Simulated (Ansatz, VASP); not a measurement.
**Al in VASP and in Ansatz**

INCAR

```
SYSTEM = Al
PREC = Accurate
ENCUT = 520
EDIFF = 1E-6
ISMEAR = 0
SIGMA = 0.1
LREAL = .False.
LASPH = .True.
NELM = 100
ALGO = Normal
ISIF = 2
LWAVE = .False.
LCHARG = .True.
GGA = PS
LELF = .True.
LVHAR = .True.
NBANDS = 8
```

Contents of KPOINTS:

```
Automatic mesh
0
Gamma
  18 18 18
  0 0 0
```

Contents of POSCAR:

```
Al
1.0
   -1.6143231854      1.6143231854      1.6143231854
    1.6143231854     -1.6143231854      1.6143231854
    1.6143231854      1.6143231854     -1.6143231854
Al
1
Direct
    0.0000000000      0.0000000000      0.0000000000
```

Input for Ansatz:

```yaml
crystal:
  lattice:
    - [-1.6143231854, 1.6143231854, 1.6143231854]
    - [1.6143231854, -1.6143231854, 1.6143231854]
    - [1.6143231854, 1.6143231854, -1.6143231854]
  atoms:
    - { symbol: Al, position: [0.0, 0.0, 0.0] }
basis:
  ecutwfc: 420
kpoints:
  mp_grid: { grid: [18, 18, 18] }
hamiltonian:
  xc: pbesol
scf:
  occupations: { method: gaussian, width: 0.1 }
output:
  forces: true
  stress: true
  eigenvalues: true
  populations: true
```

Alike in both runs: task single point; functional PBEsol; k mesh 18 × 18 × 18; occupations gaussian, width 0.1 eV; no spin polarisation.

```csv
,VASP,Ansatz
version,VASP 6.6.1,Ansatz 0.2.0
potentials or method,"VASP PAW PBE potentials, release 64 (Al), cutoff 520 eV","scalar-relativistic, plane waves, PAW"
valence electrons in the cell,3,3
```

|  | VASP | Ansatz | Ansatz less VASP |
| --- | --- | --- | --- |
| gap on the k mesh at the Fermi level (eV) | none | none | - |
| pressure (GPa) | -1.0 | -1.0 | -0.06 |

VASP's potentials were made for PBE, not for PBEsol. A gap of «none» marks a metal or a gap that the smearing closes.
